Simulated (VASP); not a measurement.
# In2Au (Fm-3m) in VASP: a series of runs

In2Au is run at these levels: LDA; tasks: electric field gradients.

Everything below comes from runs of VASP 6.6.1. Logs are shortened: lines on timing, memory, paths and dates and some standing lists are left out, and cuts for length are marked.

## (1) The cell of the first run

The structure is cubic, space group Fm-3m (No. 225). Conventional cell: a = 6.369 Å, b = 6.369 Å, c = 6.369 Å, α = 90.00°, β = 90.00°, γ = 90.00°. Within 3.6 Å of In (site symmetry -43m) lie 4 Au at 2.76 Å and 6 In at 3.18 Å. Within 3.6 Å of Au (site symmetry m-3m) lie 8 In at 2.76 Å.

## (2) Electric field gradients, LDA (21.53 Å³/atom)

Input file INCAR:

```
ALGO = Normal
EDIFF = 1E-8
ENCUT = 520
GGA = CA
ISIF = 2
ISMEAR = -1
LASPH = True
LCHARG = False
LEFG = True
LREAL = False
LWAVE = False
NBANDS = 26
NELM = 100
PREC = Accurate
SIGMA = 0.05
```

Input file KPOINTS:

```
k-points
0
Gamma
  10 10 10
```

Input file POSCAR:

```
In2Au
1.0
    0.0000000000      3.1846344394      3.1846344394
    3.1846344394      0.0000000000      3.1846344394
    3.1846344394      3.1846344394      0.0000000000
In Au
2 1
Direct
    0.2500000000      0.2500000000      0.2500000000
    0.7500000000      0.7500000000      0.7500000000
    0.0000000000      0.0000000000      0.0000000000
```

Potentials or basis: VASP PAW LDA potentials, release 64 (In_d, Au).

Launch:

```sh
$ cat potpaw_LDA.64/In_d/POTCAR potpaw_LDA.64/Au/POTCAR > POTCAR
$ mpirun -np 1 vasp_std > vasp.out
```

OUTCAR:

```text
EDIFF = 1E-8
   ENCUT = 520
   GGA = CA
   ISIF = 2
   ISMEAR = -1
   LASPH = True
   LREAL = False
   NELM = 100
   PREC = Accurate

 ion  position               nearest neighbor table
   1  0.250  0.250  0.250-   3 2.76   3 2.76   3 2.76   3 2.76   2 3.18   2 3.18   2 3.18   2 3.18
                             2 3.18   2 3.18
   2  0.750  0.750  0.750-   3 2.76   3 2.76   3 2.76   3 2.76   1 3.18   1 3.18   1 3.18   1 3.18
                             1 3.18   1 3.18
   3  0.000  0.000  0.000-   2 2.76   2 2.76   2 2.76   1 2.76   2 2.76   1 2.76   1 2.76   1 2.76

  LATTYP: Found a face centered cubic cell.
 ALAT       =     6.3692688788

  Lattice vectors:

 A1 = (   0.0000000000,   3.1846344394,   3.1846344394)
 A2 = (   3.1846344394,   0.0000000000,   3.1846344394)
 A3 = (   3.1846344394,   3.1846344394,   0.0000000000)

Analysis of symmetry for initial positions (statically):
=====================================================================
 Subroutine PRICEL returns:
 Original cell was already a primitive cell.

 Routine SETGRP: Setting up the symmetry group for a
 face centered cubic supercell.

 Subroutine GETGRP returns: Found 48 space group operations
 (whereof 48 operations were pure point group operations)
 out of a pool of 48 trial point group operations.

The static configuration has the point symmetry O_h .

Analysis of symmetry for dynamics (positions and initial velocities):
=====================================================================
 Subroutine PRICEL returns:
 Original cell was already a primitive cell.

 Routine SETGRP: Setting up the symmetry group for a
 face centered cubic supercell.

 Subroutine GETGRP returns: Found 48 space group operations
 (whereof 48 operations were pure point group operations)
 out of a pool of 48 trial point group operations.

The dynamic configuration has the point symmetry O_h .

 Subroutine INISYM returns: Found 48 space group operations
 (whereof 48 operations are pure point group operations),
 and found     1 'primitive' translations

----------------------------------------------------------------------------------------

                                     Primitive cell

  volume of cell :      64.5965

  direct lattice vectors                    reciprocal lattice vectors
     0.000000000  3.184634439  3.184634439    -0.157003892  0.157003892  0.157003892
     3.184634439  0.000000000  3.184634439     0.157003892 -0.157003892  0.157003892
     3.184634439  3.184634439  0.000000000     0.157003892  0.157003892 -0.157003892

  length of vectors
     4.503753215  4.503753215  4.503753215     0.271938717  0.271938717  0.271938717

  position of ions in fractional coordinates (direct lattice)
     0.250000000  0.250000000  0.250000000
     0.750000000  0.750000000  0.750000000
     0.000000000  0.000000000  0.000000000

  ion indices of the primitive-cell ions
   primitive index   ion index
                 1           1
                 2           2
                 3           3

----------------------------------------------------------------------------------------

 KPOINTS: k-points

Automatic generation of k-mesh.
 Grid dimensions read from file:
 generate k-points for:   10   10   10

 Generating k-lattice:

  Cartesian coordinates                     Fractional coordinates (reciprocal lattice)
    -0.015700389  0.015700389  0.015700389     0.100000000  0.000000000  0.000000000
     0.015700389 -0.015700389  0.015700389     0.000000000  0.100000000  0.000000000
     0.015700389  0.015700389 -0.015700389     0.000000000  0.000000000  0.100000000

  Length of vectors
     0.027193872  0.027193872  0.027193872

  Shift w.r.t. Gamma in fractional coordinates (k-lattice)
     0.000000000  0.000000000  0.000000000

 Subroutine IBZKPT returns following result:
 ===========================================

 Found     47 irreducible k-points:

 Following reciprocal coordinates:
            Coordinates               Weight
  0.000000  0.000000  0.000000      1.000000
  0.100000  0.000000  0.000000      8.000000
  0.200000  0.000000  0.000000      8.000000
  0.300000  0.000000  0.000000      8.000000
  0.400000  0.000000  0.000000      8.000000
  0.500000  0.000000  0.000000      4.000000
[... 16 lines left out ...]
  0.300000  0.300000  0.000000      6.000000
  0.400000  0.300000  0.000000     24.000000
 [... further k-points ...]
   k-points           NKPTS =     47   k-points in BZ     NKDIM =     47   number of bands    NBANDS=     26
   number of dos      NEDOS =    301   number of ions     NIONS =      3
   total plane-waves  NPLWV =  46656
   dimension x,y,z NGX =    36 NGY =   36 NGZ =   36
   dimension x,y,z NGXF=    72 NGYF=   72 NGZF=   72
   ions per type =               2   1
   NGX,Y,Z   is equivalent  to a cutoff of  13.29, 13.29, 13.29 a.u.
   NGXF,Y,Z  is equivalent  to a cutoff of  26.58, 26.58, 26.58 a.u.
 SYSTEM =  unknown system
   PREC   = accura    normal or accurate (medium, high low for compatibility)
   ISTART =      0    job   : 0-new  1-cont  2-samecut
   ICHARG =      2    charge: 1-file 2-atom 10-const
   ISPIN  =      1    spin polarized calculation?
   LNONCOLLINEAR =      F non collinear calculations
   LSORBIT =      F    spin-orbit coupling
   LASPH  =      T    aspherical Exc in radial PAW
   ENCUT  =  520.0 eV  38.22 Ry    6.18 a.u.   8.37  8.37  8.37*2*pi/ulx,y,z
   NELM   =    100;   NELMIN=  2; NELMDL= -5     # of ELM steps
   EDIFF  = 0.1E-07   stopping-criterion for ELM
   LREAL  =      F    real-space projection
   EDIFFG = 0.1E-06   stopping-criterion for IOM
   NSW    =      0    number of steps for IOM
   IBRION =     -1    ionic relax: 0-MD 1-quasi-New 2-CG
   NFREE  =      0    steps in history (QN), initial steepest desc. (CG)
   ISIF   =      2    stress and relaxation
   ISYM   =      2    0-nonsym 1-usesym 2-fastsym
   POTIM  = 0.5000    time-step for ionic-motion
   TEBEG  =    0.0;   TEEND  =   0.0 temperature during run
   PSTRESS=    0.0 pullay stress
   NELECT =      37.0000    total number of electrons
   NUPDOWN=      -1.0000    fix difference up-down
   EMIN   =  10.00;   EMAX   =-10.00  energy-range for DOS
   EFERMI =   0.00;   METHOD = LEGACY
   ISMEAR =    -1;   SIGMA  =   0.05  broadening in eV -4-tet -1-fermi 0-gaus
   EFERMI_NEDOS =   21; number of points for ismear=-14 and -15
   IALGO  =     38    algorithm
   IMIX   =      4    mixing-type and parameters
     AMIX     =   0.40;   BMIX     =  1.00
     AMIX_MAG =   1.60;   BMIX_MAG =  1.00
  volume/ion in A,a.u.               =      21.53       145.31
  Fermi-wavevector in a.u.,A,eV,Ry     =   1.359583  2.569240 25.149917  1.848467
  Thomas-Fermi vector in A             =   2.486319
   LORBIT       =      0    0 simple, 1 ext, 2 COOP (PROOUT), +10 PAW based schemes
   GGA     = CA    functional components
   LHFCALC =     F    Hartree Fock is set to
   AEXX    =    0.0000 exact exchange contribution
   IVDW    =     0    specifies the selected vdW correction
   LEPSILON=     F    determine dielectric tensor
   LRPA    =     F    only Hartree local field effects (RPA)
 non-spin polarized calculation
  energy-cutoff  :      520.00
  volume of cell :       64.60
 maximum number of plane-waves:      1807
 NGX is ok and might be reduce to    36
   NGX = 17   NGY = 17   NGZ = 17

 number of electron      37.0000011 magnetization

 Free energy of the ion-electron system (eV)
  ---------------------------------------------------
  ext. energy  EPLUGINS =         0.00000000
  ---------------------------------------------------
  free energy    TOTEN  =       -11.65646126 eV

  energy without entropy =      -11.64916928  energy(sigma->0) =      -11.65281527

 E-fermi :   8.6951     XC(G=0): -11.3608

 val. band max:        8.6606932674   @ k =   0.4000   0.4000   0.0000
 cond. band min:       8.7214862093   @ k =   0.3000   0.3000   0.0000
 fundamental gap:      0.0607929419
 Fermi energy:         8.6951009054

 k-point     1 :       0.0000    0.0000    0.0000
  band No.  band energies     occupation
      1      -6.3161      2.00000
      2      -6.3161      2.00000
      3      -6.1326      2.00000
      4      -6.1326      2.00000
      5      -6.1326      2.00000
      6      -5.7980      2.00000
[... 685 lines left out ...]
     25      18.9183      0.00000
     26      19.1097      0.00000

 [... further k-points ...]

------------------------ aborting loop because EDIFF is reached ----------------------------------------

  FORCE on cell =-STRESS in cart. coord.  units (eV):
  Direction    XX          YY          ZZ          XY          YZ          ZX
  --------------------------------------------------------------------------------------
  -------------------------------------------------------------------------------------
  Total        1.6444540      1.6444540      1.6444540      0.0000000      0.0000000      0.0000000
  in kB       40.7871677     40.7871677     40.7871677      0.0000000      0.0000000      0.0000000
  external PRESSURE =      40.7871677 kB  Pullay stress =       0.0000000 kB

 VOLUME and BASIS-vectors are now :
 -----------------------------------------------------------------------------
  energy-cutoff  :      520.00
  volume of cell :       64.60
      direct lattice vectors                 reciprocal lattice vectors
     0.000000000  3.184634439  3.184634439    -0.157003892  0.157003892  0.157003892
     3.184634439  0.000000000  3.184634439     0.157003892 -0.157003892  0.157003892
     3.184634439  3.184634439  0.000000000     0.157003892  0.157003892 -0.157003892

 POSITION                                       TOTAL-FORCE (eV/Angst)
 -----------------------------------------------------------------------------------
      1.59232      1.59232      1.59232        -0.000000     -0.000000     -0.000000
      4.77695      4.77695      4.77695         0.000000      0.000000      0.000000
      0.00000      0.00000      0.00000        -0.000000      0.000000     -0.000000
 -----------------------------------------------------------------------------------
    total drift:                                0.000000      0.000000      0.000000

  FREE ENERGIE OF THE ION-ELECTRON SYSTEM (eV)
  ---------------------------------------------------
  free  energy   TOTEN  =       -11.6564612617 eV

  energy  without entropy=      -11.6491692770  energy(sigma->0) =      -11.65281527

 Electric field gradients (V/A^2)
---------------------------------------------------------------------
 ion       V_xx      V_yy      V_zz      V_xy      V_xz      V_yz
---------------------------------------------------------------------
   1      -0.000     0.000     0.000    -0.001    -0.001    -0.001
   2      -0.000     0.000     0.000    -0.001    -0.001    -0.001
   3      -0.000     0.000     0.000    -0.000    -0.000    -0.000
---------------------------------------------------------------------

 Electric field gradients after diagonalization (V/A^2)
 (convention: |V_zz| > |V_xx| > |V_yy|)
----------------------------------------------------------------------
 ion       V_xx      V_yy      V_zz     asymmetry (V_yy - V_xx)/ V_zz
----------------------------------------------------------------------
   1       0.001     0.001    -0.001       0.000
   2       0.001     0.001    -0.001       0.000
   3       0.000     0.000    -0.001       0.000
----------------------------------------------------------------------

           NMR quadrupolar parameters

 Cq : quadrupolar parameter    Cq=e*Q*V_zz/h
 eta: asymmetry parameters     (V_yy - V_xx)/ V_zz
 Q  : nuclear electric quadrupole moment in mb (millibarn)
----------------------------------------------------------------------
 ion       Cq(MHz)       eta       Q (mb)
----------------------------------------------------------------------
   1      -0.000       0.000       1.000
   2      -0.000       0.000       1.000
   3      -0.000       0.000       1.000
----------------------------------------------------------------------
```

Wall time 29 s (1 thread of Intel Xeon 6975P-C (Granite Rapids), shared host); peak memory 0.22 GiB.

What came out:

```yaml
Free_energy: -11.6565 eV
Pressure: 4.1 GPa
Band_gap_on_the_k_mesh: zero (an odd number of electrons rules out a gap without spin polarisation)
Largest_electric_field_gradient_by_atom: zero within the noise of the run
```

Levels at points of the mesh, in eV from the Fermi level:
| k point | band 15 | band 16 | band 17 | band 18 | band 19 | band 20 | band 21 | band 22 | band 23 | band 24 |
| --- | --- | --- | --- | --- | --- | --- | --- | --- | --- | --- |
| (0.00, 0.00, 0.00) | -5.03 | -5.03 | 0.52 | 3.25 | 3.25 | 3.25 | 3.91 | 3.91 | 3.91 | 4.44 |
| (0.50, 0.00, 0.00) | -5.05 | -5.05 | -4.90 | 0.84 | 0.84 | 2.07 | 2.84 | 3.81 | 3.81 | 9.29 |
| (0.50, 0.50, 0.00) | -5.22 | -5.09 | -4.43 | -2.11 | -2.11 | -0.05 | 2.51 | 9.43 | 9.43 | 10.50 |

Caveat: the cell stands under pressure; spin-orbit coupling is left out, which moves the levels of the heavy elements.

(Part 1 of 3 ends here.)
